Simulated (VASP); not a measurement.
Sn, 1 atom in the cell. Symmetry: Immm, No. 71, orthorhombic system. Conventional cell: a = 3.453 Å, b = 3.551 Å, c = 4.677 Å, α = 90.00°, β = 90.00°, γ = 90.00°. Sn (site symmetry mmm) has 12 Sn at 3.41 to 3.55 Å within 4.5 Å. 

```yaml
Program: VASP 6.6.1
Task: single point
Functional: PBE
Potentials_or_basis: VASP PAW PBE potentials, release 64 (Sn_d)
Cutoff: 520 eV
k_mesh: 14 × 14 × 14
Occupations: gaussian, width 0.05 eV
Spin: no spin polarisation
Dipole_correction: no
Further_INCAR_settings: ALGO = Fast; EDIFF = 1e-06; NBANDS = 13
```

Potentials or basis: VASP PAW PBE potentials, release 64 (Sn_d).

Launch:

```console
$ cat potpaw_PBE.64/Sn_d/POTCAR > POTCAR
$ mpirun -np 1 vasp_std > vasp.out
```

Hardware: 1 thread of AMD EPYC 7R13, on a shared host.

**Question.** How long does it take, and how much memory?

**Answer.** Wall time 7.3 min on 1 thread of AMD EPYC 7R13, with other jobs on the host, peak memory 0.24 GiB. Counts: scf iterations 12, k points 428.
